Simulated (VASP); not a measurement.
Here is a VASP 6.6.1 calculation.

INCAR

```
SYSTEM = MgO
PREC = Accurate ; ENCUT = 520
EDIFF = 1E-7 ; ISMEAR = 0
SIGMA = 0.05 ; LREAL = .False.
LASPH = .True. ; NELM = 80
ALGO = Normal ; ISIF = 2
LWAVE = .False. ; LCHARG = .False.
GGA = PE ; NBANDS = 16
```

The input KPOINTS:

```
regular mesh
0
Gamma
  9 9 6
  0 0 0
```

Contents of POSCAR:

```
MgO
1.0
    3.4509000000      0.0000000000      0.0000000000
   -1.7254500000      2.9885670659      0.0000000000
    0.0000000000      0.0000000000      4.4090000000
Mg O
2 2
Direct
    0.6666666667      0.3333333333      0.7500000000
    0.3333333333      0.6666666667      0.2500000000
    0.6666666667      0.3333333333      0.2500000000
    0.3333333333      0.6666666667      0.7500000000
```

Potentials or basis: VASP PAW PBE potentials, release 64 (Mg, O).

Launch:

```sh
$ cat potpaw_PBE.64/Mg/POTCAR potpaw_PBE.64/O/POTCAR > POTCAR
$ mpirun -np 1 vasp_std > vasp.out
```

Problem. Predict the band gap on the k mesh.

Solution. 3.19 eV, direct.

Problem. What does it give for the pressure?

Solution. 0.2 GPa.

Stress tensor (GPa, compression positive):
```
 3.02  0.00  0.00
 0.00  3.02  0.00
 0.00  0.00 -5.42
```

A hybrid or GW would open this gap; PBE tends to underestimate it.
